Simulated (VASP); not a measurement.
Here is a VASP 6.6.1 calculation.

INCAR

```
PREC = Accurate
ENCUT = 520
EDIFF = 1E-6
ISMEAR = -1
SIGMA = 0.06122561905347299
LREAL = F
LASPH = T
NELM = 100
ALGO = Normal
ISIF = 2
LWAVE = F
LCHARG = F
GGA = PE
NBANDS = 13
```

KPOINTS

```
Automatic mesh
0
Gamma
  25 25 25
```

POSCAR

```
Ru
1.0
    0.0000000000      1.8667592970      1.8667592970
    1.8667592970      0.0000000000      1.8667592970
    1.8667592970      1.8667592970      0.0000000000
Ru
1
Direct
    0.0000000000      0.0000000000      0.0000000000
```

Potentials or basis: VASP PAW PBE potentials, release 64 (Ru_pv).

Run with:

```console
$ cat potpaw_PBE.64/Ru_pv/POTCAR > POTCAR
$ mpirun -np 1 vasp_std > vasp.out
```

Q: What does it give for the pressure?

A: 21.8 GPa.

Q: What does it give for the band gap on the k mesh?

A: Zero (band 7 reaches 15.93 eV, above the bottom of band 8 at 12.10 eV).
